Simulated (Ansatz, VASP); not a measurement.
**One calculation of TaF3, two programs**

File INCAR:

```
SYSTEM = TaF3
  ALGO = Normal
  EDIFF = 1E-6
  ENCUT = 600
  GGA_COMPAT = .False.
  ISIF = 2
  ISMEAR = 0
  LASPH = .True.
  LCHARG = .False.
  LREAL = .False.
  LWAVE = .False.
  NBANDS = 24
  NELM = 120
  PREC = Accurate
  SIGMA = 0.15
```

File KPOINTS:

```
k-points
0
Gamma
  12 12 12
  0 0 0
```

The input POSCAR:

```
TaF3
1.0
    3.9012000000      0.0000000000      0.0000000000
    0.0000000000      3.9012000000      0.0000000000
    0.0000000000      0.0000000000      3.7841640000
Ta F
1 3
Direct
    0.0000000000      0.0000000000      0.0000000000
    0.5000000000      0.0000000000      0.0000000000
    0.0000000000      0.5000000000      0.0000000000
    0.0000000000      0.0000000000      0.5000000000
```

Input for Ansatz:

```yaml
crystal:
  lattice:
    - [3.9012, 0.0, 0.0]
    - [0.0, 3.9012, 0.0]
    - [0.0, 0.0, 3.784164]
  atoms:
    - { symbol: Ta, position: [0.0, 0.0, 0.0] }
    - { symbol: F, position: [0.5, 0.0, 0.0] }
    - { symbol: F, position: [0.0, 0.5, 0.0] }
    - { symbol: F, position: [0.0, 0.0, 0.5] }
basis:
  ecutwfc: 420
kpoints:
  mp_grid: { grid: [12, 12, 12] }
hamiltonian:
  xc: lda
scf:
  occupations: { method: gaussian, width: 0.15 }
output:
  forces: true
  stress: true
  eigenvalues: true
```

Change from the starting cell: strain +0.000 along x and y, -0.030 along z, atoms carried along.

Alike in both runs: task single point; functional LDA; k mesh 12 × 12 × 12; occupations gaussian, width 0.15 eV; no spin polarisation.

|  | VASP | Ansatz |
| --- | --- | --- |
| version | VASP 6.6.1 | Ansatz 0.2.0 |
| potentials or method | VASP PAW LDA potentials, release 64 (Ta_pv, F), cutoff 600 eV | scalar-relativistic, plane waves, PAW |
| valence electrons in the cell | 32 | 34 |

```csv
,VASP,Ansatz,Ansatz less VASP
gap on the k mesh at the Fermi level (eV),none,none,-
pressure (GPa),23.1,22.2,-0.88
"traceless stress, the component that is largest in VASP (GPa)",10.31,10.08,-0.226
```

LDA's correlation is that of Perdew and Zunger in VASP and of Perdew and Wang (1992) in Ansatz. A gap of «none» marks a metal or a gap that the smearing closes. VASP's potentials hold 32 valence electrons a cell and Ansatz's 34, so a difference there can come from the potentials and not from the codes.

Neither program's run includes spin-orbit coupling.
